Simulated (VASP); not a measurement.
# Na (Im-3m) in VASP: notebook

The runs below take Na through single point, with PBE, r2SCAN.

Everything below comes from runs of VASP 6.6.1. Logs are shortened: lines on timing, memory, paths and dates and some standing lists are left out, and cuts for length are marked.

## Step 1: The cell of the first run

Symmetry: Im-3m, No. 229, cubic system. Conventional cell: a = 4.230 Å, b = 4.230 Å, c = 4.230 Å, α = 90.00°, β = 90.00°, γ = 90.00°. Na (site symmetry m-3m) has 14 Na at 3.66 to 4.23 Å within 4.8 Å.

## Step 2: Single point, PBE

The input, INCAR:

```
PREC = Accurate
ENCUT = 520
EDIFF = 1E-6
ISMEAR = 0
SIGMA = 0.05
LREAL = F
LASPH = T
NELM = 60
ALGO = Normal
ISIF = 2
LWAVE = F
LCHARG = F
GGA = PE
NBANDS = 10
```

The input, KPOINTS:

```
regular mesh
0
Gamma
  6 6 6
```

The input, POSCAR:

```
Na
1.0
   -2.1150000000      2.1150000000      2.1150000000
    2.1150000000     -2.1150000000      2.1150000000
    2.1150000000      2.1150000000     -2.1150000000
Na
1
Direct
    0.0000000000      0.0000000000      0.0000000000
```

Potentials or basis: VASP PAW PBE potentials, release 64 (Na_pv).

Run with:

```bash
$ cat potpaw_PBE.64/Na_pv/POTCAR > POTCAR
$ mpirun -np 1 vasp_std > vasp.out
```

OUTCAR:

```text
PREC = Accurate
   ENCUT = 520
   EDIFF = 1E-6
   ISMEAR = 0
   LREAL = F
   LASPH = T
   NELM = 60
   ISIF = 2
   GGA = PE

 ion  position               nearest neighbor table
   1  0.000  0.000  0.000-

  LATTYP: Found a body centered cubic cell.
 ALAT       =     4.2300000000

  Lattice vectors:

 A1 = (  -2.1150000000,   2.1150000000,   2.1150000000)
 A2 = (   2.1150000000,  -2.1150000000,   2.1150000000)
 A3 = (   2.1150000000,   2.1150000000,  -2.1150000000)

Analysis of symmetry for initial positions (statically):
=====================================================================
 Subroutine PRICEL returns:
 Original cell was already a primitive cell.

 Routine SETGRP: Setting up the symmetry group for a
 body centered cubic supercell.

 Subroutine GETGRP returns: Found 48 space group operations
 (whereof 48 operations were pure point group operations)
 out of a pool of 48 trial point group operations.

The static configuration has the point symmetry O_h .

Analysis of symmetry for dynamics (positions and initial velocities):
=====================================================================
 Subroutine PRICEL returns:
 Original cell was already a primitive cell.

 Routine SETGRP: Setting up the symmetry group for a
 body centered cubic supercell.

 Subroutine GETGRP returns: Found 48 space group operations
 (whereof 48 operations were pure point group operations)
 out of a pool of 48 trial point group operations.

The dynamic configuration has the point symmetry O_h .

 Subroutine INISYM returns: Found 48 space group operations
 (whereof 48 operations are pure point group operations),
 and found     1 'primitive' translations

----------------------------------------------------------------------------------------

                                     Primitive cell

  volume of cell :      37.8435

  direct lattice vectors                    reciprocal lattice vectors
    -2.115000000  2.115000000  2.115000000     0.000000000  0.236406619  0.236406619
     2.115000000 -2.115000000  2.115000000     0.236406619  0.000000000  0.236406619
     2.115000000  2.115000000 -2.115000000     0.236406619  0.236406619  0.000000000

  length of vectors
     3.663287458  3.663287458  3.663287458     0.334329447  0.334329447  0.334329447

  position of ions in fractional coordinates (direct lattice)
     0.000000000  0.000000000  0.000000000

[... 69 lines left out ...]
   NSW    =      0    number of steps for IOM
   IBRION =     -1    ionic relax: 0-MD 1-quasi-New 2-CG
   NFREE  =      0    steps in history (QN), initial steepest desc. (CG)
   ISIF   =      2    stress and relaxation
   ISYM   =      2    0-nonsym 1-usesym 2-fastsym
   POTIM  = 0.5000    time-step for ionic-motion
   TEBEG  =    0.0;   TEEND  =   0.0 temperature during run
   PSTRESS=    0.0 pullay stress
   NELECT =       7.0000    total number of electrons
   NUPDOWN=      -1.0000    fix difference up-down
   EMIN   =  10.00;   EMAX   =-10.00  energy-range for DOS
   EFERMI =   0.00;   METHOD = LEGACY
   ISMEAR =     0;   SIGMA  =   0.05  broadening in eV -4-tet -1-fermi 0-gaus
   EFERMI_NEDOS =   21; number of points for ismear=-14 and -15
   IALGO  =     38    algorithm
   IMIX   =      4    mixing-type and parameters
     AMIX     =   0.40;   BMIX     =  1.00
     AMIX_MAG =   1.60;   BMIX_MAG =  1.00
  volume/ion in A,a.u.               =      37.84       255.38
  Fermi-wavevector in a.u.,A,eV,Ry     =   0.932776  1.762690 11.838023  0.870070
  Thomas-Fermi vector in A             =   2.059408
   LORBIT       =      0    0 simple, 1 ext, 2 COOP (PROOUT), +10 PAW based schemes
   GGA     = PE    functional components
   LHFCALC =     F    Hartree Fock is set to
   AEXX    =    0.0000 exact exchange contribution
   IVDW    =     0    specifies the selected vdW correction
   LEPSILON=     F    determine dielectric tensor
   LRPA    =     F    only Hartree local field effects (RPA)
 non-spin polarized calculation
 Gauss-broadening in eV      SIGMA  =   0.05
  energy-cutoff  :      520.00
  volume of cell :       37.84
 maximum number of plane-waves:      1048
   NGX = 13   NGY = 13   NGZ = 13

 number of electron       7.0000011 magnetization

 Free energy of the ion-electron system (eV)
  ---------------------------------------------------
  ext. energy  EPLUGINS =         0.00000000
  ---------------------------------------------------
  free energy    TOTEN  =        -1.27450962 eV

  energy without entropy =       -1.26831793  energy(sigma->0) =       -1.27141378

 E-fermi :   0.3041     XC(G=0):  -6.4492

 val. band max:       -0.1440393591   @ k =   0.1667   0.1667   0.1667
 cond. band min:       0.3096121857   @ k =   0.3333   0.1667  -0.0000
 fundamental gap:      0.4536515448
 Fermi energy:         0.3040504132

 k-point     1 :       0.0000    0.0000    0.0000
  band No.  band energies     occupation
      1     -24.6479      2.00000
      2     -24.6479      2.00000
      3     -24.6479      2.00000
      4      -2.9649      2.00000
      5      11.8691      0.00000
      6      11.8692      0.00000
      7      11.8692      0.00000
      8      12.8582      0.00000
      9      12.8582      0.00000
     10      13.4058      0.00000
[... 183 lines left out ...]
 k-point    16 :       0.5000    0.5000    0.5000
  band No.  band energies     occupation
      1     -24.6720      2.00000
      2     -24.6720      2.00000
      3     -24.6720      2.00000
      4       4.7561      0.00000
      5       4.7561      0.00000
      6       5.0971      0.00000
      7       5.0971      0.00000
      8       5.0971      0.00000
      9       7.7868      0.00000
     10      19.4800      0.00000

------------------------ aborting loop because EDIFF is reached ----------------------------------------

  FORCE on cell =-STRESS in cart. coord.  units (eV):
  Direction    XX          YY          ZZ          XY          YZ          ZX
  --------------------------------------------------------------------------------------
  -------------------------------------------------------------------------------------
  Total       -0.0242971     -0.0242971     -0.0242971      0.0000000      0.0000000     -0.0000000
  in kB       -1.0286665     -1.0286665     -1.0286665      0.0000000      0.0000000     -0.0000000
  external PRESSURE =      -1.0286665 kB  Pullay stress =       0.0000000 kB

 VOLUME and BASIS-vectors are now :
 -----------------------------------------------------------------------------
  energy-cutoff  :      520.00
  volume of cell :       37.84
      direct lattice vectors                 reciprocal lattice vectors
    -2.115000000  2.115000000  2.115000000     0.000000000  0.236406619  0.236406619
     2.115000000 -2.115000000  2.115000000     0.236406619  0.000000000  0.236406619
     2.115000000  2.115000000 -2.115000000     0.236406619  0.236406619  0.000000000

 POSITION                                       TOTAL-FORCE (eV/Angst)
 -----------------------------------------------------------------------------------
      0.00000      0.00000      0.00000         0.000000     -0.000000      0.000000
 -----------------------------------------------------------------------------------
    total drift:                               -0.000000     -0.000000      0.000000

  FREE ENERGIE OF THE ION-ELECTRON SYSTEM (eV)
  ---------------------------------------------------
  free  energy   TOTEN  =        -1.2745096194 eV

  energy  without entropy=       -1.2683179339  energy(sigma->0) =       -1.27141378
```

It took 3.9 s on 1 thread of AMD EPYC 7R43 (Zen 3), shared host; peak memory 0.11 GiB.

What came out:

| Property | Result |
| --- | --- |
| Free energy | -1.2745 eV |
| Pressure | -0.1 GPa |

## Step 3: Single point, PBE

This run uses another cell than the first one, of 37.69 Å³/atom, 0.996 times its volume.

The input, INCAR:

```
SYSTEM = Na
ALGO = Fast
EDIFF = 1E-6
ENCUT = 520
GGA = PE
ISIF = 2
ISMEAR = 0
LASPH = .TRUE.
LCHARG = .FALSE.
LREAL = .FALSE.
LWAVE = .FALSE.
NBANDS = 10
NELM = 60
PREC = Accurate
SIGMA = 0.05
```

The input, KPOINTS:

```
k-points
0
G
  6 6 6
  0 0 0
```

The input, POSCAR:

```
Na
1.0
   -2.1121762316      2.1121762316      2.1121762316
    2.1121762316     -2.1121762316      2.1121762316
    2.1121762316      2.1121762316     -2.1121762316
Na
1
Direct
    0.0000000000      0.0000000000      0.0000000000
```

Potentials or basis: VASP PAW PBE potentials, release 64 (Na_pv).

Run with:

```bash
$ cat potpaw_PBE.64/Na_pv/POTCAR > POTCAR
$ mpirun -np 1 vasp_std > vasp.out
```

OUTCAR:

```text
SYSTEM = Na
   EDIFF = 1E-6
   ENCUT = 520
   GGA = PE
   ISIF = 2
   ISMEAR = 0
   LASPH = .TRUE.
   LREAL = .FALSE.
   NELM = 60
   PREC = Accurate

 ion  position               nearest neighbor table
   1  0.000  0.000  0.000-

  LATTYP: Found a body centered cubic cell.
 ALAT       =     4.2243524632

  Lattice vectors:

 A1 = (  -2.1121762316,   2.1121762316,   2.1121762316)
[... 377 lines left out ...]
      7       5.1223      0.00000
      8       5.1223      0.00000
      9       7.8308      0.00000
     10      19.5374      0.00000

------------------------ aborting loop because EDIFF is reached ----------------------------------------

  FORCE on cell =-STRESS in cart. coord.  units (eV):
  Direction    XX          YY          ZZ          XY          YZ          ZX
  --------------------------------------------------------------------------------------
  -------------------------------------------------------------------------------------
  Total       -0.0349944     -0.0349944     -0.0349944     -0.0000000     -0.0000000      0.0000000
  in kB       -1.4875069     -1.4875069     -1.4875069     -0.0000000     -0.0000000      0.0000000
  external PRESSURE =      -1.4875069 kB  Pullay stress =       0.0000000 kB

 VOLUME and BASIS-vectors are now :
 -----------------------------------------------------------------------------
  energy-cutoff  :      520.00
  volume of cell :       37.69
      direct lattice vectors                 reciprocal lattice vectors
    -2.112176232  2.112176232  2.112176232     0.000000000  0.236722671  0.236722671
     2.112176232 -2.112176232  2.112176232     0.236722671  0.000000000  0.236722671
     2.112176232  2.112176232 -2.112176232     0.236722671  0.236722671  0.000000000

 POSITION                                       TOTAL-FORCE (eV/Angst)
 -----------------------------------------------------------------------------------
      0.00000      0.00000      0.00000        -0.000000     -0.000000      0.000000
 -----------------------------------------------------------------------------------
    total drift:                                0.000000     -0.000000      0.000000

  FREE ENERGIE OF THE ION-ELECTRON SYSTEM (eV)
  ---------------------------------------------------
  free  energy   TOTEN  =        -1.2745597009 eV

  energy  without entropy=       -1.2683680154  energy(sigma->0) =       -1.27146386
```

stdout:

```text
POSCAR found type information on POSCAR Na
 POSCAR found :  1 types and       1 ions
 scaLAPACK will be used
 LDA part: xc-table for (Slater+PW92), standard interpolation
 POSCAR, INCAR and KPOINTS ok, starting setup
 FFT: planning ... GRIDC
 FFT: planning ... GRID_SOFT
 FFT: planning ... GRID
 WAVECAR not read
 entering main loop
```

Wall time 5 s (1 thread of AMD EPYC 7R43 (Zen 3), shared host); peak memory 0.11 GiB.

Results:

```yaml
Free_energy: -1.2746 eV
Pressure: -0.1 GPa
```

## Step 4: Single point, r2SCAN

This run uses another cell than the first one, of 37.69 Å³/atom, 0.996 times its volume.

POSCAR is that of step 3.

The input, INCAR.step1:

```
PREC = Accurate ; ENCUT = 520
ISMEAR = 0 ; SIGMA = 0.05
LREAL = False ; LASPH = True
NELM = 60 ; NBANDS = 10
GGA = PE ; ALGO = Normal
EDIFF = 1E-4 ; LWAVE = True
LCHARG = False
```

The input, INCAR.step2:

```
PREC = Accurate ; ENCUT = 520
EDIFF = 1E-6 ; ISMEAR = 0
SIGMA = 0.05 ; LREAL = False
LASPH = True ; NELM = 60
ALGO = Normal ; ISIF = 2
LWAVE = False ; LCHARG = False
METAGGA = R2SCAN ; LMIXTAU = True
NBANDS = 10 ; ISTART = 1
```

The input, KPOINTS:

```
Automatic mesh
0
Gamma
  14 14 14
```

Potentials or basis: VASP PAW PBE potentials, release 64 (Na_pv).

Run with:

```bash
$ cat potpaw_PBE.64/Na_pv/POTCAR > POTCAR
$ cp INCAR.step1 INCAR
$ mpirun -np 1 vasp_std > vasp.out
$ cp INCAR.step2 INCAR
$ mpirun -np 1 vasp_std > vasp.out
```

OUTCAR:

```text
PREC = Accurate
   ENCUT = 520
   EDIFF = 1E-6
   ISMEAR = 0
   LREAL = False
   LASPH = True
   NELM = 60
   ISIF = 2
   METAGGA = R2SCAN
   ISTART = 1

 ion  position               nearest neighbor table
   1  0.000  0.000  0.000-

  LATTYP: Found a body centered cubic cell.
 ALAT       =     4.2243524632

  Lattice vectors:

 A1 = (  -2.1121762316,   2.1121762316,   2.1121762316)
 A2 = (   2.1121762316,  -2.1121762316,   2.1121762316)
 A3 = (   2.1121762316,   2.1121762316,  -2.1121762316)

Analysis of symmetry for initial positions (statically):
=====================================================================
 Subroutine PRICEL returns:
 Original cell was already a primitive cell.

 Routine SETGRP: Setting up the symmetry group for a
 body centered cubic supercell.

 Subroutine GETGRP returns: Found 48 space group operations
 (whereof 48 operations were pure point group operations)
 out of a pool of 48 trial point group operations.

The static configuration has the point symmetry O_h .
[... 162 lines left out ...]
 cond. band min:       0.3275318636   @ k =   0.3571   0.0714   0.0714
 fundamental gap:      0.0796445619
 Fermi energy:         0.2623938663

 k-point     1 :       0.0000    0.0000    0.0000
  band No.  band energies     occupation
      1     -25.7242      2.00000
      2     -25.7242      2.00000
      3     -25.7239      2.00000
      4      -3.1529      2.00000
      5      12.6096      0.00000
      6      12.6101      0.00000
      7      12.6101      0.00000
      8      13.8117      0.00000
      9      13.8117      0.00000
     10      14.4200      0.00000
[... 287 lines left out ...]
 k-point    24 :       0.3571    0.2857    0.0000
  band No.  band energies     occupation
      1     -25.7500      2.00000
      2     -25.7448      2.00000
      3     -25.7284      2.00000
      4       2.0459      0.00000
      5       2.5575      0.00000
      6       4.0543      0.00000
      7       8.9412      0.00000
      8      13.3088      0.00000
      9      14.2424      0.00000
     10      15.5968      0.00000

 [... further k-points ...]

------------------------ aborting loop because EDIFF is reached ----------------------------------------

  FORCE on cell =-STRESS in cart. coord.  units (eV):
  Direction    XX          YY          ZZ          XY          YZ          ZX
  --------------------------------------------------------------------------------------
  -------------------------------------------------------------------------------------
  Total        0.0209574      0.0209574      0.0209574     -0.0000000     -0.0000000      0.0000000
  in kB        0.8908338      0.8908338      0.8908338     -0.0000000     -0.0000000      0.0000000
  external PRESSURE =       0.8908338 kB  Pullay stress =       0.0000000 kB

 VOLUME and BASIS-vectors are now :
 -----------------------------------------------------------------------------
  energy-cutoff  :      520.00
  volume of cell :       37.69
      direct lattice vectors                 reciprocal lattice vectors
    -2.112176232  2.112176232  2.112176232     0.000000000  0.236722671  0.236722671
     2.112176232 -2.112176232  2.112176232     0.236722671  0.000000000  0.236722671
     2.112176232  2.112176232 -2.112176232     0.236722671  0.236722671  0.000000000

 POSITION                                       TOTAL-FORCE (eV/Angst)
 -----------------------------------------------------------------------------------
      0.00000      0.00000      0.00000        -0.000000     -0.000000      0.000000
 -----------------------------------------------------------------------------------
    total drift:                                0.000000     -0.000000      0.000000

  FREE ENERGIE OF THE ION-ELECTRON SYSTEM (eV)
  ---------------------------------------------------
  free  energy   TOTEN  =        -3.5535810938 eV

  energy  without entropy=       -3.5524372348  energy(sigma->0) =       -3.55300916
```

OUTCAR.step1:

```text
PREC = Accurate
   ENCUT = 520
   ISMEAR = 0
   LREAL = False
   LASPH = True
   NELM = 60
[... 526 lines left out ...]

 POSITION                                       TOTAL-FORCE (eV/Angst)
 -----------------------------------------------------------------------------------
      0.00000      0.00000      0.00000         0.000000     -0.000000     -0.000000
 -----------------------------------------------------------------------------------
    total drift:                                0.000000     -0.000000      0.000000

  FREE ENERGIE OF THE ION-ELECTRON SYSTEM (eV)
  ---------------------------------------------------
  free  energy   TOTEN  =        -1.3105244538 eV

  energy  without entropy=       -1.3093725567  energy(sigma->0) =       -1.30994851
```

Wall time 2 min (1 thread of AMD EPYC 7R43 (Zen 3), shared host); peak memory 0.14 GiB.

What came out:

- Free energy: -3.5536 eV
- Pressure: 0.1 GPa

Caveat: the PAW data sets were made with another functional, which shifts forces and pressure a little.

## Step 5: Single point, r2SCAN

This run uses another cell than the first one, of 37.69 Å³/atom, 0.996 times its volume.

POSCAR is that of step 4.

The input, INCAR.step1:

```
SYSTEM = Na
PREC = Accurate
ENCUT = 520
ISMEAR = 0
SIGMA = 0.05
LREAL = .False.
LASPH = .True.
NELM = 80
NBANDS = 10
GGA = PE
ALGO = Normal
EDIFF = 1E-4
LWAVE = .True.
LCHARG = .False.
```

The input, INCAR.step2:

```
SYSTEM = Na
PREC = Accurate
ENCUT = 520
EDIFF = 1E-6
ISMEAR = 0
SIGMA = 0.05
LREAL = .False.
LASPH = .True.
NELM = 80
ALGO = Normal
ISIF = 2
LWAVE = .False.
LCHARG = .True.
METAGGA = R2SCAN
LMIXTAU = .True.
LELF = .True.
LVHAR = .True.
NBANDS = 10
ISTART = 1
```

The input, KPOINTS:

```
regular mesh
0
Gamma
  14 14 14
  0 0 0
```

Run with:

```bash
$ cat potpaw_PBE.64/Na_pv/POTCAR > POTCAR
$ cp INCAR.step1 INCAR
$ mpirun -np 1 vasp_std > vasp.out
$ cp INCAR.step2 INCAR
$ mpirun -np 1 vasp_std > vasp.out
```

Run time: 2.1 min. Hardware: 1 thread of AMD EPYC 7R43 (Zen 3), shared host; peak memory 0.14 GiB.

It converged, with:

```
Free energy : -3.5536 eV
Pressure    : 0.1 GPa
```

Levels at points of the mesh, in eV from the Fermi level:
```csv
k point,band 1,band 2,band 3,band 4,band 5,band 6,band 7
"(0.00, 0.00, 0.00)",-25.99,-25.99,-25.99,-3.42,12.35,12.35,12.35
"(0.50, 0.00, 0.00)",-26.02,-26.00,-25.99,0.76,1.45,8.63,9.95
"(0.50, 0.50, 0.50)",-26.01,-26.01,-26.01,4.71,4.71,5.28,5.28
```

Caveat: the PAW data sets were made with another functional, which shifts forces and pressure a little.

## Step 6: Overview

```csv
level,cell,k mesh,gap on the mesh (eV),pressure (GPa)
PBE,"a = 3.663 Å, angles 109.5°, 1 atom",6 × 6 × 6,none,-0.1
PBE,"a = 3.658 Å, angles 109.5°, 1 atom",6 × 6 × 6,none,-0.1
r2SCAN,"a = 3.658 Å, angles 109.5°, 1 atom",14 × 14 × 14,none,0.1
```

Alike in all rows: task single point; potentials or basis VASP PAW PBE potentials, release 64 (Na_pv); no spin polarisation; cutoff (eV) 520; smearing gaussian 0.05 eV.

Caveats: the PAW data sets were made with another functional, which shifts forces and pressure a little (some runs).

Total energies depend on the potentials used, so only differences within one code and one set of settings carry meaning.
